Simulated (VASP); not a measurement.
Wanted: the native input for a VASP 6.6.1 run.

```yaml
Task: single point
Functional: PBEsol
Potentials_or_basis: VASP PAW PBE potentials, release 64 (N, Ti_sv, O)
Cutoff: 520 eV
k_mesh: 9 × 9 × 1
Occupations: fermi-dirac, width 0.1 eV
Spin: no spin polarisation
Dipole_correction: yes
Further_INCAR_settings: ALGO = Normal; EDIFF = 1e-06; NBANDS = 38; NELMDL = -8
```

The structure of Ti3N3O lies in POSCAR:

```
Ti3N3O
1.0
    3.0028555065      0.0000000000      0.0000000000
   -1.5014277533      2.6005491526      0.0000000000
    0.0000000000      0.0000000000     21.5541471922
N Ti O
3 3 1
Direct
    0.3333333333      0.6666666667      0.1855791354
    0.0000000000      0.0000000000      0.2993308525
    0.6666666667      0.3333333333      0.4147299352
    0.6666666667      0.3333333333      0.2424549940
    0.3333333333      0.6666666667      0.3575097830
   -0.0399398446      0.0521635833      0.4760629145
    0.1666666667      0.6666666667      0.5218912851
```

The input as run:

INCAR

```
SYSTEM = Ti3N3O
ALGO = Normal
DIPOL = 0.5 0.5 0.357
EDIFF = 1E-6
ENCUT = 520
GGA = PS
GGA_COMPAT = .False.
IDIPOL = 3
ISIF = 2
ISMEAR = -1
LASPH = .True.
LCHARG = .False.
LDIPOL = .True.
LREAL = .False.
LWAVE = .False.
NBANDS = 38
NELM = 120
NELMDL = -8
PREC = Accurate
SIGMA = 0.1
```

KPOINTS

```
k-points
0
Gamma
  9 9 1
  0 0 0
```

Potentials or basis: VASP PAW PBE potentials, release 64 (N, Ti_sv, O).

Launch:

```console
$ cat potpaw_PBE.64/N/POTCAR potpaw_PBE.64/Ti_sv/POTCAR potpaw_PBE.64/O/POTCAR > POTCAR
$ mpirun -np 1 vasp_std > vasp.out
```

It gave:

| Property | Result |
| --- | --- |
| Largest force | 5.213 eV/Å |
| Band gap on the k mesh | zero (an odd number of electrons rules out a gap without spin polarisation) |

Caveat: the PAW data sets were made with another functional, which shifts forces and pressure a little; an odd number of electrons without spin polarisation forces a metal; a magnetic or distorted state may lie lower.

Wall time 18 min on 1 thread of Intel Xeon 8259CL, with other jobs on the host, peak memory 0.43 GiB.
